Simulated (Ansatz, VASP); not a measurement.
# Two plane-wave programs on Li2HfN2

Contents of INCAR:

```
  ALGO = Normal
  EDIFF = 1E-6
  ENCUT = 520
  GGA = CA
  ISIF = 2
  ISMEAR = 0
  LASPH = True
  LCHARG = False
  LREAL = False
  LWAVE = False
  NBANDS = 21
  NELM = 100
  PREC = Accurate
  SIGMA = 0.05
```

KPOINTS

```
k-points
0
Gamma
  9 9 6
```

POSCAR

```
Li2HfN2
1.0
    3.2371209533      0.0000000000      0.0000000000
   -1.6185604767      2.8034289807     -0.0420514347
    0.0000000000     -0.0813539277      5.4235951800
Li Hf N
2 1 2
Direct
    0.6666666667      0.3333333333      0.3827885700
    0.3333333333      0.6666666667      0.6172114300
    0.0000000000      0.0000000000      0.0000000000
    0.6666666667      0.3333333333      0.7793848600
    0.3333333333      0.6666666667      0.2206151400
```

Input for Ansatz:

```yaml
crystal:
  lattice:
    - [3.2371209533, 0.0, 0.0]
    - [-1.6185604767, 2.8034289807, -0.0420514347]
    - [0.0, -0.0813539277, 5.42359518]
  atoms:
    - { symbol: Li, position: [0.6666666667, 0.3333333333, 0.38278857] }
    - { symbol: Li, position: [0.3333333333, 0.6666666667, 0.61721143] }
    - { symbol: Hf, position: [0.0, 0.0, 0.0] }
    - { symbol: "N", position: [0.6666666667, 0.3333333333, 0.77938486] }
    - { symbol: "N", position: [0.3333333333, 0.6666666667, 0.22061514] }
basis:
  ecutwfc: 420
kpoints:
  mp_grid: { grid: [9, 9, 6] }
hamiltonian:
  xc: lda
scf:
  occupations: { method: gaussian, width: 0.05 }
output:
  forces: true
  stress: true
  eigenvalues: true
```

Change from the starting cell: strain -0.0300 x Voigt [0, 0, 0, 1, 0, 0], atoms carried along.

Alike in both runs: task single point; functional LDA; k mesh 9 × 9 × 6; occupations gaussian, width 0.05 eV; no spin polarisation.

```csv
,VASP,Ansatz
version,VASP 6.6.1,Ansatz 0.2.0
potentials or method,"VASP PAW LDA potentials, release 64 (Li_sv, Hf_pv, N), cutoff 520 eV","scalar-relativistic, plane waves, PAW"
valence electrons in the cell,26,42
```

```csv
,VASP,Ansatz,Ansatz less VASP
gap on the k mesh at the Fermi level (eV),1.71,1.67,-0.042
least direct gap on the mesh (eV),2.55,2.53,-0.016
rms of the force components (eV/Å),0.106,0.096,-0.0106
```

LDA's correlation is that of Perdew and Zunger in VASP and of Perdew and Wang (1992) in Ansatz. Atom by atom the forces differ by 0.033 eV/Å (rms over components). VASP's potentials hold 26 valence electrons a cell and Ansatz's 42, so a difference there can come from the potentials and not from the codes.

Spin-orbit coupling is off throughout. Noted on VASP's run: the cutoff is short for stress, so the pressure is rough.
